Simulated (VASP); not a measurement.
A run of VASP 6.6.1 is set up as follows.

File INCAR:

```
PREC = Accurate
ENCUT = 520
EDIFF = 1E-6
ISMEAR = -1
SIGMA = 0.2
LREAL = F
LASPH = T
NELM = 60
ALGO = Normal
ISIF = 2
LWAVE = F
LCHARG = F
GGA = PS
NBANDS = 28
```

Contents of KPOINTS:

```
Automatic mesh
0
Gamma
  4 4 4
```

File POSCAR:

```
K3Cd
1.0
    5.9529040000      0.0000000000      0.0000000000
    0.0000000000      5.9529040000      0.0000000000
    0.0000000000      0.0000000000      5.9529040000
K Cd
3 1
Direct
    0.0000000000      0.5000000000      0.5000000000
    0.5000000000      0.0000000000      0.5000000000
    0.5000000000      0.5000000000      0.0000000000
    0.0000000000      0.0000000000      0.0000000000
```

Potentials or basis: VASP PAW PBE potentials, release 64 (K_sv, Cd).

Run with:

```console
$ cat potpaw_PBE.64/K_sv/POTCAR potpaw_PBE.64/Cd/POTCAR > POTCAR
$ mpirun -np 1 vasp_std > vasp.out
```

Problem. Estimate the pressure.

Solution. -0.3 GPa.

Caveat: the PAW data sets were made with another functional, which shifts forces and pressure a little.
